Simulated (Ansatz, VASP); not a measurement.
One calculation of Li2ZrP2, two programs

```
CELL_PARAMETERS angstrom
-1.81767 1.81767 5.58857
1.81767 -1.81767 5.58857
1.81767 1.81767 -5.58857
ATOMIC_POSITIONS crystal
Li 0.25000 0.75000 0.50000
Li 0.75000 0.25000 0.50000
Zr 0.00000 0.00000 0.00000
P 0.60353 0.60353 0.00000
P 0.39647 0.39647 0.00000
```

Alike in both runs: functional PBE; k mesh 14 × 14 × 14; occupations gaussian, width 0.1 eV; no spin polarisation.

Ansatz relaxed the structure, and its values are those at the end. VASP's run is a single point on that final structure, the one shown.

|  | VASP | Ansatz |
| --- | --- | --- |
| version | VASP 6.6.1 | Ansatz 0.2.0 |
| potentials or method | VASP PAW PBE potentials, release 64 (Li_sv, Zr_sv, P), cutoff 520 eV | scalar-relativistic, plane waves, PAW |
| valence electrons in the cell | 28 | 28 |

Ansatz gave:

| Item | Value |
| --- | --- |
| gap on the k mesh at the Fermi level (eV) | none |
| rms of the force components (eV/Å) | 0.000 |

Problem. What did VASP give for the same quantities?

Solution. gap on the k mesh at the Fermi level (eV): none; rms of the force components (eV/Å): 0.014.

A gap of «none» marks a metal or a gap that the smearing closes. The functional is the same, so the differences come from potentials, cutoffs and numerics.

Noted on VASP's run: the cutoff is short for stress, so the pressure is rough.
